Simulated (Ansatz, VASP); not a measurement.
This is a calculation of BN for Ansatz 0.2.0.

File input.yaml:

```yaml
crystal:
  lattice:
    - [2.5539396017, 0.0, 0.0]
    - [-1.2769698009, 2.2117765748, 0.0]
    - [0.0, 0.0, 4.226855]
  atoms:
    - { symbol: "N", position: [0.3333333333, 0.6666666667, 0.125276] }
    - { symbol: "N", position: [0.6666666667, 0.3333333333, 0.625276] }
    - { symbol: B, position: [0.3333333333, 0.6666666667, 0.499724] }
    - { symbol: B, position: [0.6666666667, 0.3333333333, 0.999724] }
hamiltonian:
  xc: rpbe
  pseudopotentials: { kind: paw }
  dispersion: d4
kpoints:
  mp_grid: { grid: [12, 12, 6] }
scf:
  occupations: { method: fermi_dirac, width: 0.05 }
output:
  forces: true
  stress: true
  eigenvalues: true
relax:
  f_tol: 0.01
  max_steps: 40
  cell: { stress_tol: 0.05 }
```

Potentials or basis: Ansatz PAW.

Launch:

```bash
$ ansatz run input.yaml --threads 1 --pin off --max-ram 3584MiB --backend cpu --events-out ev --progress --plain --runs-dir out
```

**Question.** Translate it to VASP 6.6.1. Potentials there: VASP PAW PBE potentials, release 64 (N, B).

**Answer.** As run (the cutoff follows the program's own potentials):

INCAR

```
SYSTEM = BN
ALGO = Normal ; EDIFF = 1E-6
EDIFFG = -0.01 ; ENCUT = 600
GGA = RP ; IBRION = 2
ISIF = 3 ; ISMEAR = -1
IVDW = 13 ; LASPH = .TRUE.
LCHARG = .FALSE. ; LREAL = .FALSE.
LWAVE = .FALSE. ; NELM = 100
NSW = 60 ; PREC = Accurate
SIGMA = 0.05
```

KPOINTS

```
k-points
0
G
  12 12 6
  0 0 0
```

Contents of POSCAR:

```
BN
1.0
    2.5539396017      0.0000000000      0.0000000000
   -1.2769698009      2.2117765748      0.0000000000
    0.0000000000      0.0000000000      4.2268550000
N B
2 2
Direct
    0.3333333333      0.6666666667      0.1252760000
    0.6666666667      0.3333333333      0.6252760000
    0.3333333333      0.6666666667      0.4997240000
    0.6666666667      0.3333333333      0.9997240000
```

Potentials or basis: VASP PAW PBE potentials, release 64 (N, B).

Launch:

```console
$ cat potpaw_PBE.64/N/POTCAR potpaw_PBE.64/B/POTCAR > POTCAR
$ mpirun -np 1 vasp_std > vasp.out
```

Both were run:

|  | VASP | Ansatz | Ansatz less VASP |
| --- | --- | --- | --- |
| gap on the k mesh at the Fermi level, each at its own relaxed structure (eV) | 5.22 | 5.25 | +0.024 |
| relaxed volume (Å³/atom) | 5.83 | 5.83 | 0.000 |
| relaxed cell length with the largest relative difference (Å) | 2.534 | 2.534 | -0.0001 |

VASP's potentials were made for PBE, not for RPBE.

Noted on Ansatz's run: the plane-wave basis is chosen anew once the cell has moved, so the energies of steps on either side of that aren't comparable.
